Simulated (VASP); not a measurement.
# GaAs: relaxation of cell and atoms with r2SCAN

Crystal: GaAs.

```
CELL_PARAMETERS angstrom
0.00000 2.83500 2.83500
2.83500 0.00000 2.83500
2.83500 2.83500 0.00000
ATOMIC_POSITIONS crystal
Ga 0.00000 0.00000 0.00000
As 0.25000 0.25000 0.25000
```

```json
{
  "Program": "VASP 6.6.1",
  "Task": "relaxation of cell and atoms",
  "Functional": "r2SCAN",
  "Potentials or basis": "VASP PAW PBE potentials, release 64 (Ga_d, As)",
  "Cutoff": "550 eV",
  "k mesh": "8 × 8 × 8",
  "Occupations": "gaussian, width 0.02 eV",
  "Spin": "no spin polarisation",
  "Dipole correction": "no",
  "Further INCAR settings": "ALGO = Normal; EDIFF = 1e-07; IBRION = 2; EDIFFG = -0.002; NSW = 100; ISIF = 3"
}
```

The relaxed volume is 22.77 Å³/atom, the relaxed cell is a = 4.008 Å, b = 4.008 Å, c = 4.008 Å, α = 60.00°, β = 60.00°, γ = 60.00° and the space group after relaxing (to 0.1 Å) is F-43m (No. 216). The energy gained by relaxing is 0.0 meV/atom, the ionic steps are 3 and the pressure after relaxing is 0.0 GPa. The band gap on the k mesh is 0.93 eV.

Final structure:
```cif
data_structure
_symmetry_space_group_name_H-M 'P 1'
_symmetry_Int_Tables_number 1
_cell_length_a 4.0084
_cell_length_b 4.0084
_cell_length_c 4.0084
_cell_angle_alpha 60.000
_cell_angle_beta 60.000
_cell_angle_gamma 60.000
_cell_volume 45.54
loop_
_atom_site_label
_atom_site_type_symbol
_atom_site_fract_x
_atom_site_fract_y
_atom_site_fract_z
_atom_site_occupancy
Ga1 Ga 0.00000 0.00000 0.00000 1
As1 As 0.25000 0.25000 0.25000 1
```

Levels at points of the mesh, in eV from the valence-band top:
| k point | band 7 | band 8 | band 9 | band 10 | band 11 | band 12 |
| --- | --- | --- | --- | --- | --- | --- |
| (0.00, 0.00, 0.00) | 0.00 | 0.00 | 0.00 | 0.93 | 4.04 | 4.04 |
| (0.50, 0.00, 0.00) | -6.77 | -1.17 | -1.17 | 1.34 | 4.98 | 4.98 |
| (0.50, 0.50, 0.00) | -6.96 | -2.75 | -2.75 | 1.77 | 1.95 | 10.80 |

Wall time 2.2 min on 1 thread of Intel(R) Xeon(R) Platinum 8488C (Sapphire Rapids) (shared host), peak memory 0.2 GiB.

Caveat: the PAW data sets were made with another functional, which shifts forces and pressure a little. A k mesh can miss the band edges.
